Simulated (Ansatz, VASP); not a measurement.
**KBr: VASP beside Ansatz**

File INCAR:

```
  ALGO = Normal
  EDIFF = 1E-6
  EDIFFG = -0.02
  ENCUT = 600
  GGA = PS
  IBRION = 2
  ISIF = 3
  ISMEAR = -1
  LASPH = T
  LCHARG = F
  LREAL = F
  LWAVE = F
  NELM = 100
  NSW = 80
  PREC = Accurate
  SIGMA = 0.05
```

KPOINTS

```
k-points
0
Gamma
  7 7 7
```

POSCAR

```
KBr
1.0
    0.0000000000      3.3000000000      3.3000000000
    3.3000000000      0.0000000000      3.3000000000
    3.3000000000      3.3000000000      0.0000000000
Br K
1 1
Direct
    0.5000000000      0.5000000000      0.5000000000
    0.0000000000      0.0000000000      0.0000000000
```

input.yaml

```yaml
crystal:
  lattice:
    - [0.0, 3.3, 3.3]
    - [3.3, 0.0, 3.3]
    - [3.3, 3.3, 0.0]
  atoms:
    - { symbol: Br, position: [0.5, 0.5, 0.5] }
    - { symbol: K, position: [0.0, 0.0, 0.0] }
kpoints:
  mp_grid: { grid: [7, 7, 7] }
scf:
  occupations: { method: fermi_dirac, width: 0.05 }
hamiltonian:
  xc: pbesol
  pseudopotentials: { kind: all_electron, lapw: { basis_error: 0.001 } }
output:
  forces: true
  stress: true
relax:
  f_tol: 0.02
  max_steps: 60
  cell: {}
```

Alike in both runs: task relaxation of cell and atoms; functional PBEsol; k mesh 7 × 7 × 7; occupations fermi-dirac, width 0.05 eV; no spin polarisation.

|  | VASP | Ansatz |
| --- | --- | --- |
| version | VASP 6.6.1 | Ansatz 0.2.0 |
| potentials or method | VASP PAW PBE potentials, release 64 (Br, K_sv), cutoff 600 eV | all-electron LAPW, scalar-relativistic |

```tsv
	VASP	Ansatz	Ansatz less VASP
relaxed volume (Å³/atom)	35.40	35.11	-0.291
relaxed cell length with the largest relative difference (Å)	4.643	4.631	-0.0127
```

VASP's potentials were made for PBE, not for PBEsol. Ansatz ran all-electron here, and VASP with PAW potentials.
